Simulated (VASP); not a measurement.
# Ti (Fm-3m) in VASP: further runs, part 2 of 2

VASP 6.6.1. Earlier steps stand in the parts before.

## Step 4: Relaxation of cell and atoms, PBEsol, target pressure 30 GPa, at which the enthalpy is minimised

Contents of INCAR:

```
SYSTEM = Ti
PREC = Accurate
ENCUT = 600
EDIFF = 1E-6
ISMEAR = -1
SIGMA = 0.1
LREAL = .FALSE.
LASPH = .TRUE.
NELM = 100
ALGO = Normal
ISIF = 3
LWAVE = .FALSE.
LCHARG = .FALSE.
GGA = PS
IBRION = 2
NSW = 32
EDIFFG = -0.005
PSTRESS = 300.0
```

Contents of KPOINTS:

```
Automatic mesh
0
G
  17 17 17
  0 0 0
```

Contents of POSCAR:

```
Ti
1.0
    0.0000000000      1.9036547502      1.9036547502
    1.9036547502      0.0000000000      1.9036547502
    1.9036547502      1.9036547502      0.0000000000
Ti
1
Direct
    0.0000000000      0.0000000000      0.0000000000
```

Potentials or basis: VASP PAW PBE potentials, release 64 (Ti_sv).

On the command line:

```
$ cat potpaw_PBE.64/Ti_sv/POTCAR > POTCAR
$ mpirun -np 1 vasp_std > vasp.out
```

OUTCAR:

```text
SYSTEM = Ti
   PREC = Accurate
   ENCUT = 600
   EDIFF = 1E-6
   ISMEAR = -1
   LREAL = .FALSE.
   LASPH = .TRUE.
   NELM = 100
   ISIF = 3
   GGA = PS
   IBRION = 2
   NSW = 32
   EDIFFG = -0.005
   PSTRESS = 300.0

 ion  position               nearest neighbor table
   1  0.000  0.000  0.000-

  LATTYP: Found a face centered cubic cell.
 ALAT       =     3.8073095004

  Lattice vectors:

 A1 = (   0.0000000000,   1.9036547502,   1.9036547502)
 A2 = (   1.9036547502,   0.0000000000,   1.9036547502)
 A3 = (   1.9036547502,   1.9036547502,   0.0000000000)

Analysis of symmetry for initial positions (statically):
=====================================================================
 Subroutine PRICEL returns:
 Original cell was already a primitive cell.

 Routine SETGRP: Setting up the symmetry group for a
 face centered cubic supercell.

 Subroutine GETGRP returns: Found 48 space group operations
 (whereof 48 operations were pure point group operations)
 out of a pool of 48 trial point group operations.

The static configuration has the point symmetry O_h .

Analysis of symmetry for dynamics (positions and initial velocities):
=====================================================================
 Subroutine PRICEL returns:
 Original cell was already a primitive cell.

 Routine SETGRP: Setting up the symmetry group for a
 face centered cubic supercell.

 Subroutine GETGRP returns: Found 48 space group operations
 (whereof 48 operations were pure point group operations)
 out of a pool of 48 trial point group operations.

The dynamic configuration has the point symmetry O_h .

 Subroutine INISYM returns: Found 48 space group operations
 (whereof 48 operations are pure point group operations),
 and found     1 'primitive' translations

----------------------------------------------------------------------------------------

                                     Primitive cell

  volume of cell :      13.7973

  direct lattice vectors                    reciprocal lattice vectors
     0.000000000  1.903654750  1.903654750    -0.262652668  0.262652668  0.262652668
     1.903654750  0.000000000  1.903654750     0.262652668 -0.262652668  0.262652668
     1.903654750  1.903654750  0.000000000     0.262652668  0.262652668 -0.262652668

  length of vectors
     2.692174366  2.692174366  2.692174366     0.454927767  0.454927767  0.454927767

  position of ions in fractional coordinates (direct lattice)
     0.000000000  0.000000000  0.000000000

  ion indices of the primitive-cell ions
   primitive index   ion index
                 1           1

----------------------------------------------------------------------------------------

 KPOINTS: Automatic mesh

Automatic generation of k-mesh.
 Grid dimensions read from file:
 generate k-points for:   17   17   17

 Generating k-lattice:

  Cartesian coordinates                     Fractional coordinates (reciprocal lattice)
    -0.015450157  0.015450157  0.015450157     0.058823529  0.000000000  0.000000000
[... 42 lines left out ...]
   number of dos      NEDOS =    301   number of ions     NIONS =      1
   total plane-waves  NPLWV =  13824
   dimension x,y,z NGX =    24 NGY =   24 NGZ =   24
   dimension x,y,z NGXF=    48 NGYF=   48 NGZF=   48
   ions per type =               1
   NGX,Y,Z   is equivalent  to a cutoff of  14.82, 14.82, 14.82 a.u.
   NGXF,Y,Z  is equivalent  to a cutoff of  29.64, 29.64, 29.64 a.u.
 SYSTEM =  Ti
   PREC   = accura    normal or accurate (medium, high low for compatibility)
   ISTART =      0    job   : 0-new  1-cont  2-samecut
   ICHARG =      2    charge: 1-file 2-atom 10-const
   ISPIN  =      1    spin polarized calculation?
   LNONCOLLINEAR =      F non collinear calculations
   LSORBIT =      F    spin-orbit coupling
   LASPH  =      T    aspherical Exc in radial PAW
   ENCUT  =  600.0 eV  44.10 Ry    6.64 a.u.   5.38  5.38  5.38*2*pi/ulx,y,z
   NELM   =    100;   NELMIN=  2; NELMDL= -5     # of ELM steps
   EDIFF  = 0.1E-05   stopping-criterion for ELM
   LREAL  =      F    real-space projection
   EDIFFG = -.5E-02   stopping-criterion for IOM
   NSW    =     32    number of steps for IOM
   IBRION =      2    ionic relax: 0-MD 1-quasi-New 2-CG
   NFREE  =      1    steps in history (QN), initial steepest desc. (CG)
   ISIF   =      3    stress and relaxation
   ISYM   =      2    0-nonsym 1-usesym 2-fastsym
   POTIM  = 0.5000    time-step for ionic-motion
   TEBEG  =    0.0;   TEEND  =   0.0 temperature during run
   PSTRESS=  300.0 pullay stress
   NELECT =      12.0000    total number of electrons
   NUPDOWN=      -1.0000    fix difference up-down
   EMIN   =  10.00;   EMAX   =-10.00  energy-range for DOS
   EFERMI =   0.00;   METHOD = LEGACY
   ISMEAR =    -1;   SIGMA  =   0.10  broadening in eV -4-tet -1-fermi 0-gaus
   EFERMI_NEDOS =   21; number of points for ismear=-14 and -15
   IALGO  =     38    algorithm
   IMIX   =      4    mixing-type and parameters
     AMIX     =   0.40;   BMIX     =  1.00
     AMIX_MAG =   1.60;   BMIX_MAG =  1.00
  volume/ion in A,a.u.               =      13.80        93.11
  Fermi-wavevector in a.u.,A,eV,Ry     =   1.562681  2.953039 33.225054  2.441973
  Thomas-Fermi vector in A             =   2.665564
   LORBIT       =      0    0 simple, 1 ext, 2 COOP (PROOUT), +10 PAW based schemes
   GGA     = PS    functional components
   LHFCALC =     F    Hartree Fock is set to
   AEXX    =    0.0000 exact exchange contribution
   IVDW    =     0    specifies the selected vdW correction
   LEPSILON=     F    determine dielectric tensor
   LRPA    =     F    only Hartree local field effects (RPA)
 conjugate gradient relaxation of ions
 non-spin polarized calculation
  energy-cutoff  :      600.00
  volume of cell :       13.80
 maximum number of plane-waves:       477
 NGX is ok and might be reduce to    24
   NGX = 11   NGY = 11   NGZ = 11

--------------------------------------- Ionic step        1  -------------------------------------------

 number of electron      11.9999999 magnetization

 Free energy of the ion-electron system (eV)
  ---------------------------------------------------
  ext. energy  EPLUGINS =         0.00000000
  ---------------------------------------------------
  free energy    TOTEN  =        -8.07917868 eV

  energy without entropy =       -8.03663763  energy(sigma->0) =       -8.05790816

------------------------ aborting loop because EDIFF is reached ----------------------------------------

  FORCE on cell =-STRESS in cart. coord.  units (eV):
  Direction    XX          YY          ZZ          XY          YZ          ZX
  --------------------------------------------------------------------------------------
  -------------------------------------------------------------------------------------
  Total        2.5231794      2.5231794      2.5231794     -0.0000000      0.0000000     -0.0000000
  in kB      292.9976573    292.9976573    292.9976573     -0.0000000      0.0000000     -0.0000000
  external PRESSURE =      -7.0023427 kB  Pullay stress =     300.0000000 kB
[... 61 lines left out ...]
--------------------------------------- Ionic step        3  -------------------------------------------

 number of electron      11.9999999 magnetization

 Free energy of the ion-electron system (eV)
  ---------------------------------------------------
  ext. energy  EPLUGINS =         0.00000000
  ---------------------------------------------------
  free energy    TOTEN  =        -8.06969875 eV

  energy without entropy =       -8.02736510  energy(sigma->0) =       -8.04853192

 E-fermi :  10.8186     XC(G=0): -12.8004

 val. band max:       10.8118685973   @ k =  -0.2941   0.0588   0.0000
 cond. band min:      10.8256703683   @ k =  -0.2353   0.2353   0.0000
 fundamental gap:      0.0138017710
 Fermi energy:        10.8185976333

 k-point     1 :       0.0000    0.0000    0.0000
  band No.  band energies     occupation
      1     -45.3517      2.00000
      2     -20.8965      2.00000
      3     -20.8965      2.00000
      4     -20.8965      2.00000
      5       4.2641      2.00000
      6      11.7884      0.00012
      7      11.7884      0.00012
      8      11.7884      0.00012
      9      14.0194      0.00000
     10      14.0194      0.00000
[... 287 lines left out ...]
 k-point    24 :      -0.1176    0.0588    0.0000
  band No.  band energies     occupation
      1     -45.2900      2.00000
      2     -21.1772      2.00000
      3     -20.9648      2.00000
      4     -20.9170      2.00000
      5       5.1221      2.00000
      6      11.2466      0.02730
      7      12.0863      0.00001
      8      12.0921      0.00001
      9      13.6328      0.00000
     10      14.0604      0.00000

 [... further k-points ...]

------------------------ aborting loop because EDIFF is reached ----------------------------------------

  FORCE on cell =-STRESS in cart. coord.  units (eV):
  Direction    XX          YY          ZZ          XY          YZ          ZX
  --------------------------------------------------------------------------------------
  -------------------------------------------------------------------------------------
  Total        2.5743358      2.5743358      2.5743358     -0.0000000      0.0000000      0.0000000
  in kB      300.0529489    300.0529489    300.0529489     -0.0000000      0.0000000      0.0000000
  external PRESSURE =       0.0529489 kB  Pullay stress =     300.0000000 kB
[... 20 lines left out ...]
  energy  without entropy=       -8.0273651044  energy(sigma->0) =       -8.04853192

  enthalpy is  TOTEN    =        -5.4958171973 eV   P V=        2.5738815480

 reached required accuracy - stopping structural energy minimisation
```

It took 2.2 min on 1 thread of AMD EPYC 7R13, shared host; peak memory 0.14 GiB.

What came out:

- Free energy: -8.0697 eV
- Relaxed volume: 13.75 Å³/atom
- Relaxed cell: a = 2.689 Å, b = 2.689 Å, c = 2.689 Å, α = 60.00°, β = 60.00°, γ = 60.00°
- Space group after relaxing (to 0.05 Å): Fm-3m (No. 225)
- Energy change on relaxing (the enthalpy is what falls): +9.5 meV/atom
- Ionic steps: 3
- Pressure after relaxing: 30.0 GPa
- Band gap on the k mesh: zero (band 6 reaches 11.79 eV, above the bottom of band 7 at 10.25 eV)

The path:
```tsv
step	energy change (eV)	largest force (eV/Å)	pressure (GPa)	volume (Å³)
1	0.0000	0.0000	29.30	13.80
2	0.0226	0.0000	31.01	13.68
3	0.0095	0.0000	30.01	13.75
```

Final structure:
```
Ti
1.0
     0.00000    1.90129    1.90129
     1.90129    0.00000    1.90129
     1.90129    1.90129    0.00000
Ti
1
Direct
  0.00000 0.00000 0.00000
```

Levels at points of the mesh, in eV from the Fermi level:
| k point | band 3 | band 4 | band 5 | band 6 | band 7 | band 8 | band 9 | band 10 |
| --- | --- | --- | --- | --- | --- | --- | --- | --- |
| (0.00, 0.00, 0.00) | -31.72 | -31.72 | -6.55 | 0.97 | 0.97 | 0.97 | 3.20 | 3.20 |

Caveat: the cell is relaxed towards a set pressure, so the enthalpy falls and the energy may rise; the PAW data sets were made with another functional, which shifts forces and pressure a little.

## Step 5: Summary

| task | cell | cutoff (eV) | gap on the mesh (eV) | pressure (GPa) |
| --- | --- | --- | --- | --- |
| single point | a = 2.692 Å, angles 60.0°, 1 atom | 520 | none | 29.3 |
| relaxation of cell and atoms | relaxed to 30 GPa from a = 2.691 Å, angles 60.0°, 1 atom | 600 | none | 30.0 |
| relaxation of cell and atoms | relaxed to 30 GPa from a = 2.692 Å, angles 60.0°, 1 atom | 600 | none | 30.0 |

Alike in all rows: level PBEsol; potentials or basis VASP PAW PBE potentials, release 64 (Ti_sv); no spin polarisation; k mesh 17 × 17 × 17; smearing fermi-dirac 0.1 eV.

Caveats: the PAW data sets were made with another functional, which shifts forces and pressure a little; the cell is relaxed towards a set pressure, so the enthalpy falls and the energy may rise (some runs).

Total energies depend on the potentials used, so only differences within one code and one set of settings carry meaning.
